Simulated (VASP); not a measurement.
# HfSiO4 (I4_1/amd) in VASP: further runs

Runs on HfSiO4. Level: PBE. Tasks: single point, relaxation of cell and atoms.

All numbers are computed with VASP 6.6.1; they aren't measurements. Logs are shortened: lines on timing, memory, paths and dates and some standing lists are left out, and cuts for length are marked.

## Step 1: The cell of the first run

Symmetry: I4_1/amd, No. 141, tetragonal system. The conventional cell has a = 6.646 Å, b = 6.646 Å, c = 6.014 Å, α = 90.00°, β = 90.00°, γ = 90.00°. Within 2.8 Å of Hf (site symmetry -4m2) lie 8 O at 2.14 to 2.28 Å. Si (site symmetry -4m2) has 4 O at 1.64 Å within 2.2 Å. O (site symmetry m) has 1 Si at 1.64 Å and 2 Hf at 2.14 to 2.28 Å within 2.3 Å.

## Step 2: Single point, PBE

Input file INCAR:

```
PREC = Accurate
ENCUT = 520
EDIFF = 1E-7
ISMEAR = 0
SIGMA = 0.01
LREAL = F
LASPH = T
NELM = 80
ALGO = Normal
ISIF = 2
LWAVE = F
LCHARG = F
GGA = PE
NBANDS = 50
```

Input file KPOINTS:

```
Automatic mesh
0
Gamma
  4 4 4
```

Input file POSCAR:

```
HfSiO4
1.0
   -3.3228446898      3.3228446898      3.0068924260
    3.3228446898     -3.3228446898      3.0068924260
    3.3228446898      3.3228446898     -3.0068924260
Hf Si O
2 2 8
Direct
    0.7500000000      0.2500000000      0.5000000000
    0.0000000000      0.0000000000      0.0000000000
    0.2500000000      0.7500000000      0.5000000000
    0.5000000000      0.5000000000      0.0000000000
    0.1347218916      0.3189134368      0.8158084548
    0.0689134368      0.7531049820      0.6841915452
    0.5031049820      0.3189134368      0.1841915452
    0.0689134368      0.3847218916      0.3158084548
    0.6152781084      0.9310865632      0.6841915452
    0.6810865632      0.8652781084      0.1841915452
    0.2468950180      0.9310865632      0.3158084548
    0.6810865632      0.4968950180      0.8158084548
```

Potentials or basis: VASP PAW PBE potentials, release 64 (Hf_pv, Si, O).

On the command line:

```sh
> cat potpaw_PBE.64/Hf_pv/POTCAR potpaw_PBE.64/Si/POTCAR potpaw_PBE.64/O/POTCAR > POTCAR
> mpirun -np 1 vasp_std > vasp.out
```

OUTCAR:

```text
PREC = Accurate
   ENCUT = 520
   EDIFF = 1E-7
   ISMEAR = 0
   LREAL = F
   LASPH = T
   NELM = 80
   ISIF = 2
   GGA = PE

 ion  position               nearest neighbor table
   1  0.750  0.250  0.500-   5 2.14  10 2.14   7 2.14  12 2.14   6 2.28   8 2.28   9 2.28  11 2.28
                             3 3.01   3 3.01   2 3.65   2 3.65   2 3.65   2 3.65
   2  0.000  0.000  0.000-   8 2.14   9 2.14  11 2.14   6 2.14   7 2.28  12 2.28   5 2.28  10 2.28
                             4 3.01   4 3.01   1 3.65   1 3.65   1 3.65   1 3.65
   3  0.250  0.750  0.500-   6 1.64   8 1.64   9 1.64  11 1.64   1 3.01   1 3.01
   4  0.500  0.500  0.000-   7 1.64  12 1.64  10 1.64   5 1.64   2 3.01   2 3.01
   5  0.135  0.319  0.816-   4 1.64   1 2.14   2 2.28
   6  0.069  0.753  0.684-   3 1.64   2 2.14   1 2.28
   7  0.503  0.319  0.184-   4 1.64   1 2.14   2 2.28
   8  0.069  0.385  0.316-   3 1.64   2 2.14   1 2.28
   9  0.615  0.931  0.684-   3 1.64   2 2.14   1 2.28
  10  0.681  0.865  0.184-   4 1.64   1 2.14   2 2.28
  11  0.247  0.931  0.316-   3 1.64   2 2.14   1 2.28
  12  0.681  0.497  0.816-   4 1.64   1 2.14   2 2.28

  LATTYP: Found a body centered tetragonal cell.
 ALAT       =     6.6456893796
 C/A-ratio  =     0.9049151275

  Lattice vectors:

 A1 = (  -3.3228446898,   3.3228446898,   3.0068924260)
 A2 = (   3.3228446898,  -3.3228446898,   3.0068924260)
 A3 = (   3.3228446898,   3.3228446898,  -3.0068924260)

Analysis of symmetry for initial positions (statically):
=====================================================================
 Subroutine PRICEL returns:
 Original cell was already a primitive cell.

 Routine SETGRP: Setting up the symmetry group for a
 body centered tetragonal supercell.

 Subroutine GETGRP returns: Found 16 space group operations
 (whereof  8 operations were pure point group operations)
 out of a pool of 16 trial point group operations.

The static configuration has the point symmetry D_2d.
 The point group associated with its full space group is D_4h.

Analysis of symmetry for dynamics (positions and initial velocities):
=====================================================================
 Subroutine PRICEL returns:
 Original cell was already a primitive cell.

 Routine SETGRP: Setting up the symmetry group for a
 body centered tetragonal supercell.

 Subroutine GETGRP returns: Found 16 space group operations
[... 122 lines left out ...]
   PSTRESS=    0.0 pullay stress
   NELECT =      76.0000    total number of electrons
   NUPDOWN=      -1.0000    fix difference up-down
   EMIN   =  10.00;   EMAX   =-10.00  energy-range for DOS
   EFERMI =   0.00;   METHOD = LEGACY
   ISMEAR =     0;   SIGMA  =   0.01  broadening in eV -4-tet -1-fermi 0-gaus
   EFERMI_NEDOS =   21; number of points for ismear=-14 and -15
   IALGO  =     38    algorithm
   IMIX   =      4    mixing-type and parameters
     AMIX     =   0.40;   BMIX     =  1.00
     AMIX_MAG =   1.60;   BMIX_MAG =  1.00
  volume/ion in A,a.u.               =      11.07        74.68
  Fermi-wavevector in a.u.,A,eV,Ry     =   1.359190  2.568496 25.135353  1.847396
  Thomas-Fermi vector in A             =   2.485959
   LORBIT       =      0    0 simple, 1 ext, 2 COOP (PROOUT), +10 PAW based schemes
   GGA     = PE    functional components
   LHFCALC =     F    Hartree Fock is set to
   AEXX    =    0.0000 exact exchange contribution
   IVDW    =     0    specifies the selected vdW correction
   LEPSILON=     F    determine dielectric tensor
   LRPA    =     F    only Hartree local field effects (RPA)
 non-spin polarized calculation
 Gauss-broadening in eV      SIGMA  =   0.01
  energy-cutoff  :      520.00
  volume of cell :      132.80
 maximum number of plane-waves:      3595
 NGX is ok and might be reduce to    42
   NGX = 21   NGY = 21   NGZ = 21

 number of electron      76.0000017 magnetization

 Free energy of the ion-electron system (eV)
  ---------------------------------------------------
  ext. energy  EPLUGINS =         0.00000000
  ---------------------------------------------------
  free energy    TOTEN  =      -108.65817503 eV

  energy without entropy =     -108.65817503  energy(sigma->0) =     -108.65817503

 E-fermi :   3.1111     XC(G=0): -10.9389

 val. band max:        3.0553638547   @ k =   0.0000   0.0000   0.0000
 cond. band min:       8.3291937002   @ k =   0.2500   0.2500   0.2500
 fundamental gap:      5.2738298455
 Fermi energy:         3.1110613632

 k-point     1 :       0.0000    0.0000    0.0000
  band No.  band energies     occupation
      1     -26.4098      2.00000
      2     -26.4098      2.00000
      3     -26.3498      2.00000
      4     -26.3407      2.00000
      5     -26.2549      2.00000
      6     -26.2549      2.00000
[... 678 lines left out ...]
     49      12.4970      0.00000
     50      12.4970      0.00000

------------------------ aborting loop because EDIFF is reached ----------------------------------------

  FORCE on cell =-STRESS in cart. coord.  units (eV):
  Direction    XX          YY          ZZ          XY          YZ          ZX
  --------------------------------------------------------------------------------------
  -------------------------------------------------------------------------------------
  Total       -1.4225674     -1.4225674     -1.1207139      0.0000000      0.0000000      0.0000000
  in kB      -17.1626947    -17.1626947    -13.5209547      0.0000000      0.0000000      0.0000000
  external PRESSURE =     -15.9487814 kB  Pullay stress =       0.0000000 kB

 VOLUME and BASIS-vectors are now :
 -----------------------------------------------------------------------------
  energy-cutoff  :      520.00
  volume of cell :      132.80
      direct lattice vectors                 reciprocal lattice vectors
    -3.322844690  3.322844690  3.006892426     0.000000000  0.150473479  0.166284632
     3.322844690 -3.322844690  3.006892426     0.150473479  0.000000000  0.166284632
     3.322844690  3.322844690 -3.006892426     0.150473479  0.150473479  0.000000000

 POSITION                                       TOTAL-FORCE (eV/Angst)
 -----------------------------------------------------------------------------------
      0.00000      3.32284      1.50345        -0.000000      0.000000      0.000000
      0.00000      0.00000      0.00000        -0.000000      0.000000      0.000000
      3.32284      0.00000      1.50345        -0.000000      0.000000      0.000000
      0.00000      0.00000      3.00689        -0.000000      0.000000      0.000000
      3.32284      2.09876     -1.08902         0.000000     -0.126136     -0.131821
      4.54692      0.00000      0.41443         0.126136      0.000000     -0.131821
      0.00000      1.22408      1.91788        -0.000000      0.126136     -0.131821
      2.09876      0.00000      0.41443        -0.126136      0.000000     -0.131821
      3.32284      1.22408      2.59246        -0.000000      0.126136      0.131821
      1.22408      0.00000      4.09591         0.126136      0.000000      0.131821
      3.32284     -1.22408      2.59246        -0.000000     -0.126136      0.131821
      2.09876      3.32284      1.08902        -0.126136      0.000000      0.131821
 -----------------------------------------------------------------------------------
    total drift:                               -0.000000      0.000000      0.000000

  FREE ENERGIE OF THE ION-ELECTRON SYSTEM (eV)
  ---------------------------------------------------
  free  energy   TOTEN  =      -108.6581750328 eV

  energy  without entropy=     -108.6581750328  energy(sigma->0) =     -108.65817503
```

Wall time 3.2 min (1 thread of AMD EPYC 7R43 (Zen 3), shared host); peak memory 0.25 GiB.

What came out:

```
Free energy            : -108.6582 eV
Pressure               : -1.6 GPa
Largest force          : 0.182 eV/Å
Band gap on the k mesh : 5.27 eV (least direct gap 5.60 eV)
```

Forces on the atoms (eV/Å):
```
Hf   0.000  0.000  0.000
Hf   0.000  0.000  0.000
Si   0.000  0.000  0.000
Si   0.000  0.000  0.000
O    0.000 -0.126 -0.132
O    0.126  0.000 -0.132
O    0.000  0.126 -0.132
O   -0.126  0.000 -0.132
O    0.000  0.126  0.132
O    0.126  0.000  0.132
O    0.000 -0.126  0.132
O   -0.126  0.000  0.132
```

Caveat: spin-orbit coupling is left out, which moves the levels of the heavy elements. A k mesh can miss the band edges.

## Step 3: Relaxation of cell and atoms, PBE

This run uses another cell than the first one, of 10.73 Å³/atom.

Input file INCAR:

```
SYSTEM = HfSiO4
ALGO     = Normal         ! electronic algorithm
EDIFF    = 1E-6           ! SCF threshold, eV
EDIFFG   = -0.003         ! ionic threshold
ENCUT    = 600            ! plane-wave cutoff, eV
GGA      = PE             ! functional
IBRION   = 2              ! ionic algorithm
ISIF     = 3              ! what is computed and relaxed
ISMEAR   = 0              ! smearing method
LASPH    = .True.         ! aspherical terms in the spheres
LCHARG   = .False.        ! write CHGCAR
LREAL    = .False.        ! projectors in reciprocal space
LWAVE    = .False.        ! write WAVECAR
NELM     = 80             ! most SCF steps
NSW      = 100            ! ionic steps
PREC     = Accurate       ! precision mode
SIGMA    = 0.01           ! smearing width, eV
```

Input file KPOINTS:

```
k-points
0
Gamma
  4 4 4
  0 0 0
```

Input file POSCAR:

```
HfSiO4
1.0
   -3.2862500000      3.2862500000      2.9816000000
    3.2862500000     -3.2862500000      2.9816000000
    3.2862500000      3.2862500000     -2.9816000000
Hf Si O
2 2 8
Direct
    0.7500000000      0.2500000000      0.5000000000
    0.0000000000      0.0000000000      0.0000000000
    0.2500000000      0.7500000000      0.5000000000
    0.5000000000      0.5000000000      0.0000000000
    0.1353000000      0.3198000000      0.8155000000
    0.0698000000      0.7543000000      0.6845000000
    0.5043000000      0.3198000000      0.1845000000
    0.0698000000      0.3853000000      0.3155000000
    0.6147000000      0.9302000000      0.6845000000
    0.6802000000      0.8647000000      0.1845000000
    0.2457000000      0.9302000000      0.3155000000
    0.6802000000      0.4957000000      0.8155000000
```

Potentials or basis: VASP PAW PBE potentials, release 64 (Hf_pv, Si, O).

On the command line:

```sh
> cat potpaw_PBE.64/Hf_pv/POTCAR potpaw_PBE.64/Si/POTCAR potpaw_PBE.64/O/POTCAR > POTCAR
> mpirun -np 1 vasp_std > vasp.out
```

OUTCAR:

```text
SYSTEM = HfSiO4
   EDIFF = 1E-6
   EDIFFG = -0.003
   ENCUT = 600
   GGA = PE
   IBRION = 2
   ISIF = 3
   ISMEAR = 0
   LASPH = .True.
   LREAL = .False.
   NELM = 80
   NSW = 100
   PREC = Accurate

 ion  position               nearest neighbor table
   1  0.750  0.250  0.500-   5 2.11   7 2.11  10 2.11  12 2.11   9 2.26   6 2.26   8 2.26  11 2.26
                             3 2.98   3 2.98   2 3.61   2 3.61   2 3.61   2 3.61
   2  0.000  0.000  0.000-   6 2.11   8 2.11   9 2.11  11 2.11   7 2.26  10 2.26   5 2.26  12 2.26
                             4 2.98   4 2.98   1 3.61   1 3.61   1 3.61   1 3.61
   3  0.250  0.750  0.500-   6 1.62   8 1.62   9 1.62  11 1.62   1 2.98   1 2.98
   4  0.500  0.500  0.000-   5 1.62   7 1.62  10 1.62  12 1.62   2 2.98   2 2.98
   5  0.135  0.320  0.816-   4 1.62   1 2.11   2 2.26
   6  0.070  0.754  0.684-   3 1.62   2 2.11   1 2.26
   7  0.504  0.320  0.184-   4 1.62   1 2.11   2 2.26
   8  0.070  0.385  0.316-   3 1.62   2 2.11   1 2.26
   9  0.615  0.930  0.684-   3 1.62   2 2.11   1 2.26
  10  0.680  0.865  0.184-   4 1.62   1 2.11   2 2.26
  11  0.246  0.930  0.316-   3 1.62   2 2.11   1 2.26
  12  0.680  0.496  0.816-   4 1.62   1 2.11   2 2.26

  LATTYP: Found a body centered tetragonal cell.
 ALAT       =     6.5725000000
 C/A-ratio  =     0.9072955496

  Lattice vectors:

 A1 = (  -3.2862500000,   3.2862500000,   2.9816000000)
 A2 = (   3.2862500000,  -3.2862500000,   2.9816000000)
 A3 = (   3.2862500000,   3.2862500000,  -2.9816000000)

Analysis of symmetry for initial positions (statically):
=====================================================================
 Subroutine PRICEL returns:
 Original cell was already a primitive cell.

 Routine SETGRP: Setting up the symmetry group for a
 body centered tetragonal supercell.

 Subroutine GETGRP returns: Found 16 space group operations
 (whereof  8 operations were pure point group operations)
 out of a pool of 16 trial point group operations.

The static configuration has the point symmetry D_2d.
 The point group associated with its full space group is D_4h.

Analysis of symmetry for dynamics (positions and initial velocities):
=====================================================================
 Subroutine PRICEL returns:
 Original cell was already a primitive cell.
[... 145 lines left out ...]
   IVDW    =     0    specifies the selected vdW correction
   LEPSILON=     F    determine dielectric tensor
   LRPA    =     F    only Hartree local field effects (RPA)
 conjugate gradient relaxation of ions
 non-spin polarized calculation
 Gauss-broadening in eV      SIGMA  =   0.01
  energy-cutoff  :      600.00
  volume of cell :      128.80
 maximum number of plane-waves:      4340
 NGX is ok and might be reduce to    48
   NGX = 23   NGY = 23   NGZ = 23

--------------------------------------- Ionic step        1  -------------------------------------------

 number of electron      76.0000006 magnetization

 Free energy of the ion-electron system (eV)
  ---------------------------------------------------
  ext. energy  EPLUGINS =         0.00000000
  ---------------------------------------------------
  free energy    TOTEN  =      -108.62510272 eV

  energy without entropy =     -108.62510272  energy(sigma->0) =     -108.62510272

------------------------ aborting loop because EDIFF is reached ----------------------------------------

  FORCE on cell =-STRESS in cart. coord.  units (eV):
  Direction    XX          YY          ZZ          XY          YZ          ZX
  --------------------------------------------------------------------------------------
  -------------------------------------------------------------------------------------
  Total        4.1323248      4.1323248      5.0446131      0.0000000     -0.0000000      0.0000000
  in kB       51.4037103     51.4037103     62.7520436      0.0000000     -0.0000000      0.0000000
  external PRESSURE =      55.1864881 kB  Pullay stress =       0.0000000 kB
[... 119 lines left out ...]
  FREE ENERGIE OF THE ION-ELECTRON SYSTEM (eV)
  ---------------------------------------------------
  free  energy   TOTEN  =      -108.6818124744 eV

  energy  without entropy=     -108.6818124744  energy(sigma->0) =     -108.68181247

[... ionic steps 4 to 10 ...]

--------------------------------------- Ionic step       11  -------------------------------------------

 number of electron      76.0000008 magnetization

------------------------ aborting loop because EDIFF is reached ----------------------------------------
[... 87 lines left out ...]
--------------------------------------- Ionic step       13  -------------------------------------------

 number of electron      76.0000008 magnetization

 Free energy of the ion-electron system (eV)
  ---------------------------------------------------
  ext. energy  EPLUGINS =         0.00000000
  ---------------------------------------------------
  free energy    TOTEN  =      -108.68432757 eV

  energy without entropy =     -108.68432757  energy(sigma->0) =     -108.68432757

 E-fermi :   3.2694     XC(G=0): -10.9915

 val. band max:        3.1356979723   @ k =   0.0000   0.0000   0.0000
 cond. band min:       8.4830879516   @ k =   0.2500   0.2500   0.2500
 fundamental gap:      5.3473899793
 Fermi energy:         3.2694498106

 k-point     1 :       0.0000    0.0000    0.0000
  band No.  band energies     occupation
      1     -26.2539      2.00000
      2     -26.2539      2.00000
      3     -26.1879      2.00000
      4     -26.1780      2.00000
      5     -26.0893      2.00000
      6     -26.0893      2.00000
[... 652 lines left out ...]
  FREE ENERGIE OF THE ION-ELECTRON SYSTEM (eV)
  ---------------------------------------------------
  free  energy   TOTEN  =      -108.6843275712 eV

  energy  without entropy=     -108.6843275712  energy(sigma->0) =     -108.68432757

 reached required accuracy - stopping structural energy minimisation
```

CONTCAR:

```text
HfSiO4
   1.00000000000000
    -3.3090515542489833    3.3090515542489833    3.0022051420678428
     3.3090515542489833   -3.3090515542489833    3.0022051420678428
     3.3090515542489833    3.3090515542489833   -3.0022051420678428
  Hf              Si              O
     2     2     8
Direct
     0.7500000000000000    0.2500000000000000    0.5000000000000000
     0.0000000000000000    0.0000000000000000    0.0000000000000000
     0.2500000000000000    0.7500000000000000    0.5000000000000000
     0.5000000000000000    0.5000000000000000    0.0000000000000000
     0.1336333103838217    0.3183889305122569    0.8152443798715647
     0.0683889305122568    0.7531445506406921    0.6847556201284353
     0.5031445506406921    0.3183889305122569    0.1847556201284351
     0.0683889305122568    0.3836333103838216    0.3152443798715648
     0.6163666896161784    0.9316110694877433    0.6847556201284353
     0.6816110694877433    0.8663666896161784    0.1847556201284351
     0.2468554493593081    0.9316110694877433    0.3152443798715648
     0.6816110694877433    0.4968554493593081    0.8152443798715647

  0.00000000E+00  0.00000000E+00  0.00000000E+00
  0.00000000E+00  0.00000000E+00  0.00000000E+00
  0.00000000E+00  0.00000000E+00  0.00000000E+00
  0.00000000E+00  0.00000000E+00  0.00000000E+00
  0.00000000E+00  0.00000000E+00  0.00000000E+00
  0.00000000E+00  0.00000000E+00  0.00000000E+00
  0.00000000E+00  0.00000000E+00  0.00000000E+00
  0.00000000E+00  0.00000000E+00  0.00000000E+00
  0.00000000E+00  0.00000000E+00  0.00000000E+00
  0.00000000E+00  0.00000000E+00  0.00000000E+00
  0.00000000E+00  0.00000000E+00  0.00000000E+00
  0.00000000E+00  0.00000000E+00  0.00000000E+00
```

Wall time 17 min (1 thread of AMD EPYC 7R43 (Zen 3), shared host); peak memory 0.39 GiB.

What came out:

```yaml
Free_energy: -108.6843 eV
Relaxed_volume: 10.96 Å³/atom
Relaxed_cell: a = 5.560 Å, b = 5.560 Å, c = 5.560 Å, α = 106.95°, β = 106.95°, γ = 114.64°
Space_group_after_relaxing_to_0.1_Å: I4_1/amd (No. 141)
Energy_gained_by_relaxing: 4.9 meV/atom
Ionic_steps: 13
Pressure_after_relaxing: 0.0 GPa
Band_gap_on_the_k_mesh: 5.35 eV (least direct gap 5.70 eV)
```

Step by step:
| step | energy change (eV) | largest force (eV/Å) | pressure (GPa) | volume (Å³) |
| --- | --- | --- | --- | --- |
| 1 | 0.0000 | 0.5263 | 5.52 | 128.80 |
| 2 | 0.1524 | 1.1431 | -8.36 | 135.81 |
| 3 | -0.0567 | 0.1160 | 0.37 | 131.12 |
| 4 | -0.0567 | 0.1049 | 0.46 | 131.07 |
| 5 | -0.0582 | 0.0697 | -0.24 | 131.67 |
| 6 | -0.0585 | 0.0417 | -0.09 | 131.48 |
| 7 | -0.0585 | 0.0406 | -0.05 | 131.47 |
| 8 | -0.0590 | 0.0230 | -0.02 | 131.48 |
| 9 | -0.0592 | 0.0042 | 0.01 | 131.48 |
| 10 | -0.0592 | 0.0038 | 0.02 | 131.48 |
| 11 | -0.0592 | 0.0033 | 0.02 | 131.48 |
| 12 | -0.0592 | 0.0040 | -0.01 | 131.50 |
| 13 | -0.0592 | 0.0012 | 0.00 | 131.49 |

Final structure:
```yaml
crystal:
  lattice:
    - [-3.30905, 3.30905, 3.00221]
    - [3.30905, -3.30905, 3.00221]
    - [3.30905, 3.30905, -3.00221]
  atoms:
    - { symbol: Hf, position: [0.75000, 0.25000, 0.50000] }
    - { symbol: Hf, position: [0.00000, 0.00000, 0.00000] }
    - { symbol: Si, position: [0.25000, 0.75000, 0.50000] }
    - { symbol: Si, position: [0.50000, 0.50000, 0.00000] }
    - { symbol: O, position: [0.13363, 0.31839, 0.81524] }
    - { symbol: O, position: [0.06839, 0.75314, 0.68476] }
    - { symbol: O, position: [0.50314, 0.31839, 0.18476] }
    - { symbol: O, position: [0.06839, 0.38363, 0.31524] }
    - { symbol: O, position: [0.61637, 0.93161, 0.68476] }
    - { symbol: O, position: [0.68161, 0.86637, 0.18476] }
    - { symbol: O, position: [0.24686, 0.93161, 0.31524] }
    - { symbol: O, position: [0.68161, 0.49686, 0.81524] }
```

Caveat: spin-orbit coupling is left out, which moves the levels of the heavy elements. PBE usually gives volumes a little too large and moduli too small.
